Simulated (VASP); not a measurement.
# KBr (Pm-3m) in VASP: single point with PBE

Aim: the single point of KBr with PBE.

Program: VASP 6.6.1. These are calculated values, not measurements. Logs are shortened: lines on timing, memory, paths and dates and some standing lists are left out, and cuts for length are marked.

## Step 1: The cell of the first run

The structure is cubic, space group Pm-3m (No. 221). The conventional cell has a = 4.043 Å, b = 4.043 Å, c = 4.043 Å, α = 90.00°, β = 90.00°, γ = 90.00°. Within 4.6 Å of Br (site symmetry m-3m) lie 8 K at 3.50 Å and 6 Br at 4.04 Å. K (site symmetry m-3m) has 8 Br at 3.50 Å and 6 K at 4.04 Å within 4.6 Å.

## Step 2: Single point, PBE

The input, INCAR:

```
  ALGO = Normal
  EDIFF = 1E-6
  ENCUT = 500
  GGA = PE
  GGA_COMPAT = False
  ISIF = 2
  ISMEAR = 0
  LASPH = True
  LCHARG = True
  LELF = True
  LREAL = False
  LVHAR = True
  LWAVE = False
  NBANDS = 15
  NELM = 120
  PREC = Accurate
  SIGMA = 0.01
```

The input, KPOINTS:

```
k-points
0
Gamma
  3 3 3
```

The input, POSCAR:

```
KBr
1.0
    4.0434990000      0.0000000000      0.0000000000
    0.0000000000      4.0434990000      0.0000000000
    0.0000000000      0.0000000000      4.0434990000
Br K
1 1
Direct
    0.5000000000      0.5000000000      0.5000000000
    0.0000000000      0.0000000000      0.0000000000
```

Potentials or basis: VASP PAW PBE potentials, release 64 (Br, K_sv).

Started as:

```bash
$ cat potpaw_PBE.64/Br/POTCAR potpaw_PBE.64/K_sv/POTCAR > POTCAR
$ mpirun -np 1 vasp_std > vasp.out
```

OUTCAR:

```text
EDIFF = 1E-6
   ENCUT = 500
   GGA = PE
   ISIF = 2
   ISMEAR = 0
   LASPH = True
   LREAL = False
   NELM = 120
   PREC = Accurate

 ion  position               nearest neighbor table
   1  0.500  0.500  0.500-
   2  0.000  0.000  0.000-

  LATTYP: Found a simple cubic cell.
 ALAT       =     4.0434990000

  Lattice vectors:

 A1 = (   4.0434990000,   0.0000000000,   0.0000000000)
 A2 = (   0.0000000000,   4.0434990000,   0.0000000000)
 A3 = (   0.0000000000,   0.0000000000,   4.0434990000)

Analysis of symmetry for initial positions (statically):
=====================================================================
 Subroutine PRICEL returns:
 Original cell was already a primitive cell.

 Routine SETGRP: Setting up the symmetry group for a
 simple cubic supercell.

 Subroutine GETGRP returns: Found 48 space group operations
 (whereof 48 operations were pure point group operations)
 out of a pool of 48 trial point group operations.

The static configuration has the point symmetry O_h .

Analysis of symmetry for dynamics (positions and initial velocities):
=====================================================================
 Subroutine PRICEL returns:
 Original cell was already a primitive cell.

 Routine SETGRP: Setting up the symmetry group for a
 simple cubic supercell.

 Subroutine GETGRP returns: Found 48 space group operations
 (whereof 48 operations were pure point group operations)
 out of a pool of 48 trial point group operations.

The dynamic configuration has the point symmetry O_h .

 Subroutine INISYM returns: Found 48 space group operations
 (whereof 48 operations are pure point group operations),
 and found     1 'primitive' translations

----------------------------------------------------------------------------------------

                                     Primitive cell

  volume of cell :      66.1107

  direct lattice vectors                    reciprocal lattice vectors
     4.043499000  0.000000000  0.000000000     0.247310559  0.000000000  0.000000000
     0.000000000  4.043499000  0.000000000     0.000000000  0.247310559  0.000000000
     0.000000000  0.000000000  4.043499000     0.000000000  0.000000000  0.247310559

  length of vectors
     4.043499000  4.043499000  4.043499000     0.247310559  0.247310559  0.247310559

  position of ions in fractional coordinates (direct lattice)
     0.500000000  0.500000000  0.500000000
     0.000000000  0.000000000  0.000000000

  ion indices of the primitive-cell ions
   primitive index   ion index
                 1           1
                 2           2

----------------------------------------------------------------------------------------

 KPOINTS: k-points

Automatic generation of k-mesh.
 Grid dimensions read from file:
 generate k-points for:    3    3    3

 Generating k-lattice:

  Cartesian coordinates                     Fractional coordinates (reciprocal lattice)
     0.082436853  0.000000000  0.000000000     0.333333333  0.000000000  0.000000000
     0.000000000  0.082436853  0.000000000     0.000000000  0.333333333  0.000000000
     0.000000000  0.000000000  0.082436853     0.000000000  0.000000000  0.333333333

  Length of vectors
     0.082436853  0.082436853  0.082436853

  Shift w.r.t. Gamma in fractional coordinates (k-lattice)
     0.000000000  0.000000000  0.000000000

 Subroutine IBZKPT returns following result:
 ===========================================

 Found      4 irreducible k-points:

 Following reciprocal coordinates:
            Coordinates               Weight
  0.000000  0.000000  0.000000      1.000000
  0.333333  0.000000  0.000000      6.000000
  0.333333  0.333333  0.000000     12.000000
  0.333333  0.333333  0.333333      8.000000
   k-points           NKPTS =      4   k-points in BZ     NKDIM =      4   number of bands    NBANDS=     15
   number of dos      NEDOS =    301   number of ions     NIONS =      2
   total plane-waves  NPLWV =  27000
   dimension x,y,z NGX =    30 NGY =   30 NGZ =   30
   dimension x,y,z NGXF=    60 NGYF=   60 NGZF=   60
   ions per type =               1   1
   NGX,Y,Z   is equivalent  to a cutoff of  12.33, 12.33, 12.33 a.u.
   NGXF,Y,Z  is equivalent  to a cutoff of  24.67, 24.67, 24.67 a.u.
 SYSTEM =  unknown system
   PREC   = accura    normal or accurate (medium, high low for compatibility)
   ISTART =      0    job   : 0-new  1-cont  2-samecut
   ICHARG =      2    charge: 1-file 2-atom 10-const
   ISPIN  =      1    spin polarized calculation?
   LNONCOLLINEAR =      F non collinear calculations
   LSORBIT =      F    spin-orbit coupling
   LASPH  =      T    aspherical Exc in radial PAW
   ENCUT  =  500.0 eV  36.75 Ry    6.06 a.u.   7.37  7.37  7.37*2*pi/ulx,y,z
   NELM   =    120;   NELMIN=  2; NELMDL= -5     # of ELM steps
   EDIFF  = 0.1E-05   stopping-criterion for ELM
   LREAL  =      F    real-space projection
   EDIFFG = 0.1E-04   stopping-criterion for IOM
   NSW    =      0    number of steps for IOM
   IBRION =     -1    ionic relax: 0-MD 1-quasi-New 2-CG
   NFREE  =      0    steps in history (QN), initial steepest desc. (CG)
   ISIF   =      2    stress and relaxation
   ISYM   =      2    0-nonsym 1-usesym 2-fastsym
   POTIM  = 0.5000    time-step for ionic-motion
   TEBEG  =    0.0;   TEEND  =   0.0 temperature during run
   PSTRESS=    0.0 pullay stress
   NELECT =      16.0000    total number of electrons
   NUPDOWN=      -1.0000    fix difference up-down
   EMIN   =  10.00;   EMAX   =-10.00  energy-range for DOS
   EFERMI =   0.00;   METHOD = LEGACY
   ISMEAR =     0;   SIGMA  =   0.01  broadening in eV -4-tet -1-fermi 0-gaus
   EFERMI_NEDOS =   21; number of points for ismear=-14 and -15
   IALGO  =     38    algorithm
   IMIX   =      4    mixing-type and parameters
     AMIX     =   0.40;   BMIX     =  1.00
     AMIX_MAG =   1.60;   BMIX_MAG =  1.00
  volume/ion in A,a.u.               =      33.06       223.07
  Fermi-wavevector in a.u.,A,eV,Ry     =   1.020213  1.927923 14.161412  1.040834
  Thomas-Fermi vector in A             =   2.153770
   LORBIT       =      0    0 simple, 1 ext, 2 COOP (PROOUT), +10 PAW based schemes
   GGA     = PE    functional components
   LHFCALC =     F    Hartree Fock is set to
   AEXX    =    0.0000 exact exchange contribution
   IVDW    =     0    specifies the selected vdW correction
   LEPSILON=     F    determine dielectric tensor
   LRPA    =     F    only Hartree local field effects (RPA)
 non-spin polarized calculation
 Gauss-broadening in eV      SIGMA  =   0.01
  energy-cutoff  :      500.00
  volume of cell :       66.11
 maximum number of plane-waves:      1743
 NGX is ok and might be reduce to    30
   NGX = 15   NGY = 15   NGZ = 15

 number of electron      15.9999999 magnetization

 Free energy of the ion-electron system (eV)
  ---------------------------------------------------
  ext. energy  EPLUGINS =         0.00000000
  ---------------------------------------------------
  free energy    TOTEN  =        -6.05038901 eV

  energy without entropy =       -6.05038901  energy(sigma->0) =       -6.05038901

 E-fermi :  -0.7903     XC(G=0):  -7.8176

 val. band max:       -0.8460473652   @ k =   0.3333   0.3333   0.0000
 cond. band min:       3.1099978049   @ k =   0.0000   0.0000   0.0000
 fundamental gap:      3.9560451701
 Fermi energy:        -0.7903348247

 k-point     1 :       0.0000    0.0000    0.0000
  band No.  band energies     occupation
      1     -29.4417      2.00000
      2     -13.5083      2.00000
      3     -12.8656      2.00000
      4     -12.8656      2.00000
      5     -12.8656      2.00000
      6      -0.9993      2.00000
      7      -0.9993      2.00000
      8      -0.9993      2.00000
      9       3.1100      0.00000
     10       5.0978      0.00000
     11       5.0978      0.00000
     12       8.8880      0.00000
     13       8.8880      0.00000
     14       8.8880      0.00000
     15      11.5523      0.00000

 k-point     2 :       0.3333    0.0000    0.0000
  band No.  band energies     occupation
      1     -29.4342      2.00000
      2     -13.6553      2.00000
      3     -12.8513      2.00000
      4     -12.8513      2.00000
      5     -12.6999      2.00000
      6      -2.3507      2.00000
      7      -0.9784      2.00000
      8      -0.9784      2.00000
      9       4.9083      0.00000
     10       5.8914      0.00000
     11       6.6798      0.00000
     12       8.7804      0.00000
     13       8.7804      0.00000
     14       9.0577      0.00000
     15       9.2588      0.00000

 k-point     3 :       0.3333    0.3333    0.0000
  band No.  band energies     occupation
      1     -29.4270      2.00000
      2     -13.4913      2.00000
      3     -12.9708      2.00000
      4     -12.8396      2.00000
      5     -12.7828      2.00000
      6      -2.1026      2.00000
      7      -1.9010      2.00000
      8      -0.8460      2.00000
      9       5.1576      0.00000
     10       5.8164      0.00000
     11       7.6101      0.00000
     12       7.8899      0.00000
     13       8.1519      0.00000
     14       8.3361      0.00000
     15      10.0214      0.00000

 k-point     4 :       0.3333    0.3333    0.3333
  band No.  band energies     occupation
      1     -29.4201      2.00000
      2     -13.3286      2.00000
      3     -12.9495      2.00000
      4     -12.9495      2.00000
      5     -12.8558      2.00000
      6      -1.9016      2.00000
      7      -1.9016      2.00000
      8      -1.8951      2.00000
      9       6.0956      0.00000
     10       6.6623      0.00000
     11       6.6623      0.00000
     12       7.4610      0.00000
     13       8.4063      0.00000
     14       8.4063      0.00000
     15      10.8139      0.00000

------------------------ aborting loop because EDIFF is reached ----------------------------------------

  FORCE on cell =-STRESS in cart. coord.  units (eV):
  Direction    XX          YY          ZZ          XY          YZ          ZX
  --------------------------------------------------------------------------------------
  -------------------------------------------------------------------------------------
  Total        0.0727289      0.0727289      0.0727289      0.0000000      0.0000000      0.0000000
  in kB        1.7625667      1.7625667      1.7625667      0.0000000      0.0000000      0.0000000
  external PRESSURE =       1.7625667 kB  Pullay stress =       0.0000000 kB

 VOLUME and BASIS-vectors are now :
 -----------------------------------------------------------------------------
  energy-cutoff  :      500.00
  volume of cell :       66.11
      direct lattice vectors                 reciprocal lattice vectors
     4.043499000  0.000000000  0.000000000     0.247310559  0.000000000  0.000000000
     0.000000000  4.043499000  0.000000000     0.000000000  0.247310559  0.000000000
     0.000000000  0.000000000  4.043499000     0.000000000  0.000000000  0.247310559

 POSITION                                       TOTAL-FORCE (eV/Angst)
 -----------------------------------------------------------------------------------
      2.02175      2.02175      2.02175         0.000000      0.000000      0.000000
      0.00000      0.00000      0.00000         0.000000      0.000000      0.000000
 -----------------------------------------------------------------------------------
    total drift:                                0.000000      0.000000     -0.000000

  FREE ENERGIE OF THE ION-ELECTRON SYSTEM (eV)
  ---------------------------------------------------
  free  energy   TOTEN  =        -6.0503890141 eV

  energy  without entropy=       -6.0503890141  energy(sigma->0) =       -6.05038901
```

Wall time 3.3 s (1 thread of Intel Xeon 6975P-C (Granite Rapids), shared host); peak memory 0.15 GiB.

What came out:

| Property | Result |
| --- | --- |
| Free energy | -6.0504 eV |
| Pressure | 0.2 GPa |
| Band gap on the k mesh | 3.96 eV (least direct gap 4.11 eV) |

Caveat: the k points lie up to 0.52 Å⁻¹ apart; an odd mesh through Γ misses points on the zone boundary, where band edges can lie.
